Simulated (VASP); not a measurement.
Crystal: LuScN2.

```xyz
4
Lattice="3.3292 0.0000 0.0000 0.0000 3.2726 0.0000 0.0000 0.0000 4.6188" Properties=species:S:1:pos:R:3 pbc="T T T"
Sc    0.0000    0.0000    0.0000
N     0.0000    0.0000    2.3094
N     1.6646    1.6363    0.0000
Lu    1.6646    1.6363    2.3094
```

This cell differs from its parent crystal: uniaxial x strain +1.7%.

Base run:

| Item | Value |
| --- | --- |
| Program | VASP 6.6.1 |
| Functional | r2SCAN |
| Potentials or basis | VASP PAW PBE potentials, release 64 (Sc_sv, N, Lu) |
| Cutoff | 520 eV |
| k mesh | 8 × 8 × 6 |
| Occupations | fermi-dirac, width 0.02 eV |
| Spin | no spin polarisation |

Its results: band gap on the k mesh 0.14 eV; pressure -1.7 GPa.

Problem. The run is repeated on the same cell with these changes: functional from r2SCAN to PBE; further incar settings from ALGO = Normal; EDIFF = 1e-07; NBANDS = 31 to ALGO = Normal; EDIFF = 1e-06; NBANDS = 31. What comes out?

Solution. Band gap on the k mesh zero (bands 23 and 24 overlap by 0.16 eV); pressure 0.1 GPa.

Caveats: spin-orbit coupling is left out, which moves the levels of the heavy elements; the PAW data sets were made with another functional, which shifts forces and pressure a little (at least some runs).

A k mesh can miss the band edges.
